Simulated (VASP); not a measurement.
# V2CrO6 (C2) in VASP: single point with LDA+U

Aim: the single point of V2CrO6 with LDA+U.

Program: VASP 6.6.1. These are calculated values, not measurements. Logs are shortened: lines on timing, memory, paths and dates and some standing lists are left out, and cuts for length are marked.

### 1 The cell of the first run

Symmetry: C2, No. 5, monoclinic system. Conventional cell: a = 9.446 Å, b = 3.580 Å, c = 6.762 Å, α = 90.00°, β = 111.55°, γ = 90.00°. Cr (site symmetry 2) has 6 O at 2.02 to 2.31 Å within 2.7 Å. V (site symmetry 1) has 5 O at 1.71 to 2.13 Å within 2.3 Å. Within 2.4 Å of O (site symmetry 1) lie 1 V at 1.71 Å and 2 Cr at 2.20 to 2.31 Å. O (site symmetry 1) has 1 V at 1.72 Å and 1 Cr at 2.02 Å within 2.3 Å. Within 2.5 Å of O (site symmetry 1) lie 3 V at 1.87 to 2.13 Å and 2 O at 2.42 Å.

### 2 Single point, LDA+U

INCAR

```
SYSTEM = V2CrO6
PREC     = Accurate       ! precision mode
ENCUT    = 520            ! plane-wave cutoff, eV
EDIFF    = 1E-6           ! SCF threshold, eV
ISMEAR   = -1             ! smearing method
SIGMA    = 0.1            ! smearing width, eV
LREAL    = .FALSE.        ! projectors in reciprocal space
LASPH    = .TRUE.         ! aspherical terms in the spheres
NELM     = 150            ! most SCF steps
ALGO     = Normal         ! electronic algorithm
ISIF     = 2              ! what is computed and relaxed
LWAVE    = .FALSE.        ! write WAVECAR
LCHARG   = .TRUE.         ! write CHGCAR
LMAXMIX  = 4              ! l up to which the mixer works
LDAU     = .TRUE.         ! DFT+U
LDAUTYPE = 2            
LDAUL    = 2 -1 -1        ! shell
LDAUU    = 5.93 0 0       ! U, eV
LDAUJ    = 0 0 0        
LDAUPRINT= 1            
LELF     = .TRUE.         ! ELF
LVHAR    = .TRUE.       
NBANDS   = 47             ! bands
LUSENCCL = .FALSE.
```

KPOINTS

```
Automatic mesh
0
G
  6 6 4
  0 0 0
```

POSCAR

```
V2CrO6
1.0
    0.0000000000      3.5799342400      0.0000000000
    4.7229011800     -1.7899671200      0.0000000000
    2.4837277800      0.0000000000     -6.2892036200
Cr V O
1 2 6
Direct
    0.0000000000      0.0000000000      0.0000000000
    0.8148000000      0.6126000000      0.6554000000
    0.2022000000      0.3874000000      0.3446000000
    0.6730000000      0.3080000000      0.8900000000
    0.3650000000      0.6920000000      0.1100000000
    0.9780000000      0.9300000000      0.7230000000
    0.0480000000      0.0700000000      0.2770000000
    0.7080000000      0.3840000000      0.4360000000
    0.3240000000      0.6160000000      0.5640000000
```

Potentials or basis: VASP PAW LDA potentials, release 64 (Cr_pv, V_sv, O).

The run is started by

```
> cat potpaw_LDA.64/Cr_pv/POTCAR potpaw_LDA.64/V_sv/POTCAR potpaw_LDA.64/O/POTCAR > POTCAR
> mpirun -np 1 vasp_std > vasp.out
```

OUTCAR:

```text
SYSTEM = V2CrO6
   PREC = Accurate
   ENCUT = 520
   EDIFF = 1E-6
   ISMEAR = -1
   LREAL = .FALSE.
   LASPH = .TRUE.
   NELM = 150
   ISIF = 2

 ion  position               nearest neighbor table
   1  0.000  0.000  0.000-   6 2.02   7 2.02   4 2.20   5 2.20   5 2.31   4 2.31
   2  0.815  0.613  0.655-   4 1.71   6 1.72   9 1.87   9 1.92   8 2.13
   3  0.202  0.387  0.345-   5 1.71   7 1.72   8 1.87   8 1.92   9 2.13
   4  0.673  0.308  0.890-   2 1.71   1 2.20   1 2.31
   5  0.365  0.692  0.110-   3 1.71   1 2.20   1 2.31
   6  0.978  0.930  0.723-   2 1.72   1 2.02
   7  0.048  0.070  0.277-   3 1.72   1 2.02
   8  0.708  0.384  0.436-   3 1.87   3 1.92   2 2.13
   9  0.324  0.616  0.564-   2 1.87   2 1.92   3 2.13

  LATTYP: Found a base centered monoclinic cell.
 ALAT       =     9.4458023600
 B/A-ratio  =     0.3789973687
 C/A-ratio  =     0.7158605626
 COS(beta)  =    -0.3673133416

  Lattice vectors:

 A1 = (  -4.7229011800,  -1.7899671200,   0.0000000000)
 A2 = (  -4.7229011800,   1.7899671200,   0.0000000000)
 A3 = (   2.4837277800,   0.0000000000,  -6.2892036200)

Analysis of symmetry for initial positions (statically):
=====================================================================
 Subroutine PRICEL returns:
 Original cell was already a primitive cell.

 Routine SETGRP: Setting up the symmetry group for a
 base centered monoclinic supercell.

 Subroutine GETGRP returns: Found  2 space group operations
 (whereof  2 operations were pure point group operations)
 out of a pool of  4 trial point group operations.

The static configuration has the point symmetry C_2 .

Analysis of symmetry for dynamics (positions and initial velocities):
=====================================================================
 Subroutine PRICEL returns:
 Original cell was already a primitive cell.

 Routine SETGRP: Setting up the symmetry group for a
 base centered monoclinic supercell.

 Subroutine GETGRP returns: Found  2 space group operations
 (whereof  2 operations were pure point group operations)
 out of a pool of  4 trial point group operations.

The dynamic configuration has the point symmetry C_2 .

 Subroutine INISYM returns: Found  2 space group operations
 (whereof  2 operations are pure point group operations),
 and found     1 'primitive' translations

----------------------------------------------------------------------------------------

                                     Primitive cell

  volume of cell :     106.3358

  direct lattice vectors                    reciprocal lattice vectors
     0.000000000  3.579934240  0.000000000     0.105867131  0.279334740  0.041808972
     4.722901180 -1.789967120  0.000000000     0.211734263 -0.000000000  0.083617943
     2.483727780  0.000000000 -6.289203620     0.000000000  0.000000000 -0.159002643

  length of vectors
     3.579934240  5.050720527  6.761877392     0.301635105  0.227647443  0.159002643

  position of ions in fractional coordinates (direct lattice)
     0.000000000  0.000000000  0.000000000
     0.814800000  0.612600000  0.655400000
     0.202200000  0.387400000  0.344600000
     0.673000000  0.308000000  0.890000000
     0.365000000  0.692000000  0.110000000
     0.978000000  0.930000000  0.723000000
     0.048000000  0.070000000  0.277000000
     0.708000000  0.384000000  0.436000000
     0.324000000  0.616000000  0.564000000

  ion indices of the primitive-cell ions
   primitive index   ion index
                 1           1
                 2           2
                 3           3
                 4           4
                 5           5
                 6           6
                 7           7
                 8           8
                 9           9

----------------------------------------------------------------------------------------

 KPOINTS: Automatic mesh

Automatic generation of k-mesh.
 Grid dimensions read from file:
 generate k-points for:    6    6    4

 Generating k-lattice:

  Cartesian coordinates                     Fractional coordinates (reciprocal lattice)
     0.017644522  0.046555790  0.006968162     0.166666667  0.000000000  0.000000000
     0.035289044 -0.000000000  0.013936324     0.000000000  0.166666667  0.000000000
     0.000000000  0.000000000 -0.039750661     0.000000000  0.000000000  0.250000000

  Length of vectors
     0.050272518  0.037941241  0.039750661

  Shift w.r.t. Gamma in fractional coordinates (k-lattice)
     0.000000000  0.000000000  0.000000000

 Subroutine IBZKPT returns following result:
 ===========================================

 Found     47 irreducible k-points:

 Following reciprocal coordinates:
            Coordinates               Weight
  0.000000  0.000000  0.000000      1.000000
  0.166667  0.000000  0.000000      4.000000
  0.333333  0.000000  0.000000      4.000000
  0.500000  0.000000  0.000000      2.000000
  0.000000  0.166667  0.000000      2.000000
  0.166667  0.166667  0.000000      4.000000
[... 16 lines left out ...]
  0.500000  0.166667  0.250000      4.000000
 -0.333333  0.166667  0.250000      4.000000
 [... further k-points ...]
   k-points           NKPTS =     47   k-points in BZ     NKDIM =     47   number of bands    NBANDS=     47
   number of dos      NEDOS =    301   number of ions     NIONS =      9
   total plane-waves  NPLWV =  56000
   dimension x,y,z NGX =    28 NGY =   40 NGZ =   50
   dimension x,y,z NGXF=    56 NGYF=   80 NGZF=  100
   ions per type =               1   2   6
   NGX,Y,Z   is equivalent  to a cutoff of  13.00, 13.17, 12.29 a.u.
   NGXF,Y,Z  is equivalent  to a cutoff of  26.01, 26.33, 24.59 a.u.
 SYSTEM =  V2CrO6
   PREC   = accura    normal or accurate (medium, high low for compatibility)
   ISTART =      0    job   : 0-new  1-cont  2-samecut
   ICHARG =      2    charge: 1-file 2-atom 10-const
   ISPIN  =      1    spin polarized calculation?
   LNONCOLLINEAR =      F non collinear calculations
   LSORBIT =      F    spin-orbit coupling
   LASPH  =      T    aspherical Exc in radial PAW
   ENCUT  =  520.0 eV  38.22 Ry    6.18 a.u.   6.66  9.39 12.57*2*pi/ulx,y,z
   NELM   =    150;   NELMIN=  2; NELMDL= -5     # of ELM steps
   EDIFF  = 0.1E-05   stopping-criterion for ELM
   LREAL  =      F    real-space projection
   EDIFFG = 0.1E-04   stopping-criterion for IOM
   NSW    =      0    number of steps for IOM
   IBRION =     -1    ionic relax: 0-MD 1-quasi-New 2-CG
   NFREE  =      0    steps in history (QN), initial steepest desc. (CG)
   ISIF   =      2    stress and relaxation
   ISYM   =      2    0-nonsym 1-usesym 2-fastsym
   POTIM  = 0.5000    time-step for ionic-motion
   TEBEG  =    0.0;   TEEND  =   0.0 temperature during run
   PSTRESS=    0.0 pullay stress
   NELECT =      74.0000    total number of electrons
   NUPDOWN=      -1.0000    fix difference up-down
   EMIN   =  10.00;   EMAX   =-10.00  energy-range for DOS
   EFERMI =   0.00;   METHOD = LEGACY
   ISMEAR =    -1;   SIGMA  =   0.10  broadening in eV -4-tet -1-fermi 0-gaus
   EFERMI_NEDOS =   21; number of points for ismear=-14 and -15
   IALGO  =     38    algorithm
   IMIX   =      4    mixing-type and parameters
     AMIX     =   0.40;   BMIX     =  1.00
     AMIX_MAG =   1.60;   BMIX_MAG =  1.00
  volume/ion in A,a.u.               =      11.82        79.73
  Fermi-wavevector in a.u.,A,eV,Ry     =   1.450749  2.741518 28.635802  2.104672
  Thomas-Fermi vector in A             =   2.568325
   LORBIT       =      0    0 simple, 1 ext, 2 COOP (PROOUT), +10 PAW based schemes
 LDA+U is selected, type is set to LDAUTYPE =  2
   angular momentum for each species LDAUL =     2   -1   -1
   U (eV)           for each species LDAUU =   5.9  0.0  0.0
   J (eV)           for each species LDAUJ =   0.0  0.0  0.0
   GGA     = CA    functional components
   LHFCALC =     F    Hartree Fock is set to
   AEXX    =    0.0000 exact exchange contribution
   IVDW    =     0    specifies the selected vdW correction
   LEPSILON=     F    determine dielectric tensor
   LRPA    =     F    only Hartree local field effects (RPA)
 non-spin polarized calculation
  energy-cutoff  :      520.00
  volume of cell :      106.34
 maximum number of plane-waves:      2880
 NGX is ok and might be reduce to    28
   NGX = 13   NGY = 19   NGZ = 25

atom =   1  type =  1  l = 2

 onsite density matrix

spin component  1

  0.3184 -0.3646  0.0000  0.0000  0.0000
 -0.3646  0.6094  0.0000  0.0000  0.0000
  0.0000  0.0000  0.0798  0.0063  0.0730
  0.0000  0.0000  0.0063  0.5458  0.4070
  0.0000  0.0000  0.0730  0.4070  0.4553

spin component  2

  0.3184 -0.3646  0.0000  0.0000  0.0000
 -0.3646  0.6094  0.0000  0.0000  0.0000
  0.0000  0.0000  0.0798  0.0063  0.0730
  0.0000  0.0000  0.0063  0.5458  0.4070
  0.0000  0.0000  0.0730  0.4070  0.4553

 occupancies and eigenvectors

  o =  0.0332  v =  0.0000  0.0000  0.7552  0.4018 -0.5179  0.0000  0.0000  0.0000  0.0000  0.0000      0.0000  0.0000  0.0000  0.0000  0.0000  0.0000  0.0000  0.0000  0.0000  0.0000
  o =  0.0332  v =  0.0000  0.0000  0.0000  0.0000  0.0000  0.0000  0.0000  0.7552  0.4018 -0.5179      0.0000  0.0000  0.0000  0.0000  0.0000  0.0000  0.0000  0.0000  0.0000  0.0000
  o =  0.0713  v = -0.0000 -0.0000 -0.0000 -0.0000 -0.0000 -0.8278 -0.5610 -0.0000 -0.0000 -0.0000      0.0000  0.0000  0.0000  0.0000  0.0000  0.0000  0.0000  0.0000  0.0000  0.0000
  o =  0.0713  v = -0.8278 -0.5610 -0.0000 -0.0000 -0.0000 -0.0000 -0.0000 -0.0000 -0.0000 -0.0000      0.0000  0.0000  0.0000  0.0000  0.0000  0.0000  0.0000  0.0000  0.0000  0.0000
  o =  0.1344  v =  0.0000  0.0000  0.6523 -0.5380  0.5339  0.0000  0.0000  0.0000  0.0000  0.0000      0.0000  0.0000  0.0000  0.0000  0.0000  0.0000  0.0000  0.0000  0.0000  0.0000
  o =  0.1344  v =  0.0000  0.0000  0.0000  0.0000  0.0000  0.0000  0.0000  0.6523 -0.5380  0.5339      0.0000  0.0000  0.0000  0.0000  0.0000  0.0000  0.0000  0.0000  0.0000  0.0000
  o =  0.8565  v = -0.5610  0.8278  0.0000  0.0000  0.0000  0.0000  0.0000  0.0000  0.0000  0.0000      0.0000  0.0000  0.0000  0.0000  0.0000  0.0000  0.0000  0.0000  0.0000  0.0000
  o =  0.8565  v =  0.0000  0.0000  0.0000  0.0000  0.0000 -0.5610  0.8278  0.0000  0.0000  0.0000      0.0000  0.0000  0.0000  0.0000  0.0000  0.0000  0.0000  0.0000  0.0000  0.0000
  o =  0.9135  v =  0.0000  0.0000  0.0000  0.0000  0.0000  0.0000  0.0000 -0.0641 -0.7410 -0.6684      0.0000  0.0000  0.0000  0.0000  0.0000  0.0000  0.0000  0.0000  0.0000  0.0000
  o =  0.9135  v =  0.0000  0.0000 -0.0641 -0.7410 -0.6684  0.0000  0.0000  0.0000  0.0000  0.0000      0.0000  0.0000  0.0000  0.0000  0.0000  0.0000  0.0000  0.0000  0.0000  0.0000

 number of electron      74.0000012 magnetization

 Free energy of the ion-electron system (eV)
  ---------------------------------------------------
  ext. energy  EPLUGINS =         0.00000000
  ---------------------------------------------------
  free energy    TOTEN  =       -77.94079168 eV

  energy without entropy =      -77.93659627  energy(sigma->0) =      -77.93869398

 E-fermi :   3.8526     XC(G=0): -11.2371

 val. band max:        3.3417863534   @ k =   0.3333   0.3333   0.5000
 cond. band min:       4.4522987955   @ k =   0.0000   0.1667   0.5000
 fundamental gap:      1.1105124420
 Fermi energy:         3.8525834817

 k-point     1 :       0.0000    0.0000    0.0000
  band No.  band energies     occupation
      1     -61.2875      2.00000
      2     -61.2789      2.00000
      3     -38.7946      2.00000
      4     -38.4884      2.00000
      5     -38.0340      2.00000
      6     -35.7047      2.00000
[... 39 lines left out ...]
     46       7.1600      0.00000
     47       7.3724      0.00000
[... 1148 lines left out ...]
     46       6.9945      0.00000
     47       7.4133      0.00000

 [... further k-points ...]
[... 5 lines left out ...]
  --------------------------------------------------------------------------------------
  -------------------------------------------------------------------------------------
  Total      -11.1899368    -12.7061357    -10.1930240      0.0000000      0.0000000      0.6710150
  in kB     -168.6004204   -191.4452110   -153.5797887      0.0000000      0.0000000     10.1102815
  external PRESSURE =    -171.2084734 kB  Pullay stress =       0.0000000 kB

 VOLUME and BASIS-vectors are now :
 -----------------------------------------------------------------------------
  energy-cutoff  :      520.00
  volume of cell :      106.34
      direct lattice vectors                 reciprocal lattice vectors
     0.000000000  3.579934240  0.000000000     0.105867131  0.279334740  0.041808972
     4.722901180 -1.789967120  0.000000000     0.211734263 -0.000000000  0.083617943
     2.483727780  0.000000000 -6.289203620     0.000000000  0.000000000 -0.159002643

 POSITION                                       TOTAL-FORCE (eV/Angst)
 -----------------------------------------------------------------------------------
      0.00000      0.00000      0.00000         0.000000      0.292812      0.000000
      4.52108      1.82040     -4.12194         0.097560      0.277902     -0.331903
      2.68554      0.03043     -2.16726        -0.097560      0.277902      0.331903
      3.66517      1.85799     -5.59739        -0.078146     -0.144639      0.763946
      3.54146      0.06802     -0.69181         0.078146     -0.144639     -0.763946
      6.18803      1.83651     -4.54709        -0.982301     -0.102219     -0.061490
      1.01860      0.04654     -1.74211         0.982301     -0.102219      0.061490
      2.89650      1.84725     -2.74209         0.307208     -0.177450      0.192699
      4.31013      0.05728     -3.54711        -0.307208     -0.177450     -0.192699
 -----------------------------------------------------------------------------------
    total drift:                               -0.000020     -0.000339      0.000009

  FREE ENERGIE OF THE ION-ELECTRON SYSTEM (eV)
  ---------------------------------------------------
  free  energy   TOTEN  =       -77.9407916838 eV

  energy  without entropy=      -77.9365962669  energy(sigma->0) =      -77.93869398
```

It took 6.9 min on 1 × NVIDIA H100 80GB with 1 thread of AMD EPYC 7R13 (Zen 3), shared host; peak memory 1.4 GiB.

Results:

```yaml
Free_energy: -77.9408 eV
Pressure: -17.1 GPa
Largest_force: 0.990 eV/Å
Band_gap_on_the_k_mesh: 1.11 eV (least direct gap 1.13 eV)
```

Forces on the atoms (eV/Å):
```
Cr   0.000  0.293  0.000
V    0.098  0.278 -0.332
V   -0.098  0.278  0.332
O   -0.078 -0.145  0.764
O    0.078 -0.145 -0.764
O   -0.982 -0.102 -0.061
O    0.982 -0.102  0.061
O    0.307 -0.177  0.193
O   -0.307 -0.177 -0.193
```

Eigenvalues of the final occupation matrices:
| site | spin | trace | eigenvalues |
| --- | --- | --- | --- |
| site 1 d | 1 | 2.01 | 0.03 0.07 0.13 0.86 0.91 |
| site 1 d | 2 | 2.01 | 0.03 0.07 0.13 0.86 0.91 |

Caveat: the cell stands under tension. A k mesh can miss the band edges.
